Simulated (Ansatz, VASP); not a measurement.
**In3GeO2: VASP beside Ansatz**

```
In Ge O
1.0
     2.79733   -4.69786    0.00000
     2.79733    4.69786    0.00000
     0.00000    0.00000    4.34053
In Ge O
3 1 2
Direct
  0.66109 0.33891 0.00000
  0.33891 0.66109 0.00000
  0.50000 0.50000 0.50000
  0.00000 0.00000 0.00000
  0.50000 0.00000 0.50000
  0.00000 0.50000 0.50000
```

Change from the starting cell: species swapped into the LaAl2Cu3 type (Cmmm, No. 65).

Alike in both runs: task relaxation of cell and atoms; functional PBE; k mesh 4 × 4 × 4; occupations gaussian, width 0.1 eV; no spin polarisation.

|  | VASP | Ansatz |
| --- | --- | --- |
| version | VASP 6.6.1 | Ansatz 0.2.0 |
| potentials or method | VASP PAW PBE potentials, release 64 (In_d, Ge_d, O), cutoff 600 eV | scalar-relativistic, plane waves, PAW |
| valence electrons in the cell | 65 | 65 |

|  | VASP | Ansatz | Ansatz less VASP |
| --- | --- | --- | --- |
| gap on the k mesh at the Fermi level, each at its own relaxed structure (eV) | none | none | - |
| relaxed volume (Å³/atom) | 20.15 | 20.74 | +0.599 |
| relaxed cell length with the largest relative difference (Å) | 7.122 | 7.458 | +0.3360 |

A gap of «none» marks a metal or a gap that the smearing closes.

The k mesh is coarse, so the values compare programs but aren't converged.
